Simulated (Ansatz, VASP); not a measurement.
## Co3AuC: VASP beside Ansatz

```
Au C Co
1.0
     3.84168    0.00000    0.00000
     0.00000    3.84168    0.00000
     0.00000    0.00000    3.84168
Au C Co
1 1 3
Direct
  0.00000 0.00000 0.00000
  0.50000 0.50000 0.50000
  0.50000 0.50000 0.00000
  0.50000 0.00000 0.50000
  0.00000 0.50000 0.50000
```

Alike in both runs: task single point; functional r2SCAN; k mesh 10 × 10 × 10; occupations gaussian, width 0.1 eV; no spin polarisation.

|  | VASP | Ansatz |
| --- | --- | --- |
| version | VASP 6.6.1 | Ansatz 0.2.0 |
| potentials or method | VASP PAW PBE potentials, release 64 (Au, C, Co), cutoff 520 eV | scalar-relativistic, plane waves, PAW |
| valence electrons in the cell | 42 | 74 |

|  | VASP | Ansatz | Ansatz less VASP |
| --- | --- | --- | --- |
| gap on the k mesh at the Fermi level (eV) | none | none | - |
| pressure (GPa) | -10.4 | -11.2 | -0.72 |

VASP's potentials were made for PBE, not for r2SCAN. A gap of «none» marks a metal or a gap that the smearing closes. VASP's potentials hold 42 valence electrons a cell and Ansatz's 74, so a difference there can come from the potentials and not from the codes.

Neither program's run includes spin-orbit coupling.
